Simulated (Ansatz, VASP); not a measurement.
Two plane-wave programs on BAs

File INCAR:

```
SYSTEM = BAs
ALGO     = Normal         ! electronic algorithm
EDIFF    = 1E-6           ! SCF threshold, eV
ENCUT    = 500            ! plane-wave cutoff, eV
GGA      = PE             ! functional
GGA_COMPAT= .False.      
ISIF     = 2              ! what is computed and relaxed
ISMEAR   = 0              ! smearing method
IVDW     = 13             ! dispersion correction
LASPH    = .True.         ! aspherical terms in the spheres
LCHARG   = .False.        ! write CHGCAR
LREAL    = .False.        ! projectors in reciprocal space
LWAVE    = .False.        ! write WAVECAR
NBANDS   = 11             ! bands
NELM     = 120            ! most SCF steps
PREC     = Accurate       ! precision mode
SIGMA    = 0.01           ! smearing width, eV
```

Contents of KPOINTS:

```
k-points
0
Gamma
  6 6 6
  0 0 0
```

Contents of POSCAR:

```
BAs
1.0
    0.0000000000      2.3885000000      2.3885000000
    2.3885000000      0.0000000000      2.3885000000
    2.3885000000      2.3885000000      0.0000000000
B As
1 1
Direct
    0.0000000000      0.0000000000      0.0000000000
    0.2500000000      0.2500000000      0.2500000000
```

Input for Ansatz:

```yaml
crystal:
  lattice:
    - [0.0, 2.3885, 2.3885]
    - [2.3885, 0.0, 2.3885]
    - [2.3885, 2.3885, 0.0]
  atoms:
    - { symbol: B, position: [0.0, 0.0, 0.0] }
    - { symbol: As, position: [0.25, 0.25, 0.25] }
basis:
  ecutwfc: 420.0
kpoints:
  mp_grid:
    grid: [6, 6, 6]
    shift: [0.0, 0.0, 0.0]
hamiltonian:
  xc: pbe
  dispersion: d4
  pseudopotentials:
    kind: paw
scf:
  convergence:
    dr2_threshold: 1.0e-09
  occupations:
    method: fixed
output:
  eigenvalues: true
```

Alike in both runs: task single point; functional PBE; dispersion D4; k mesh 6 × 6 × 6; no spin polarisation.

|  | VASP | Ansatz |
| --- | --- | --- |
| version | VASP 6.6.1 | Ansatz 0.2.0 |
| potentials or method | VASP PAW PBE potentials, release 64 (B, As), cutoff 500 eV | plane waves, PAW |
| occupations | gaussian, width 0.01 eV | fixed |
| valence electrons in the cell | 8 | 18 |

VASP gave:

| Item | Value |
| --- | --- |
| gap on the k mesh at the Fermi level (eV) | 1.27 |

Question: What did Ansatz give for the same quantities?

Answer: gap on the k mesh at the Fermi level (eV): 1.28.

VASP's potentials hold 8 valence electrons a cell and Ansatz's 18, so a difference there can come from the potentials and not from the codes.
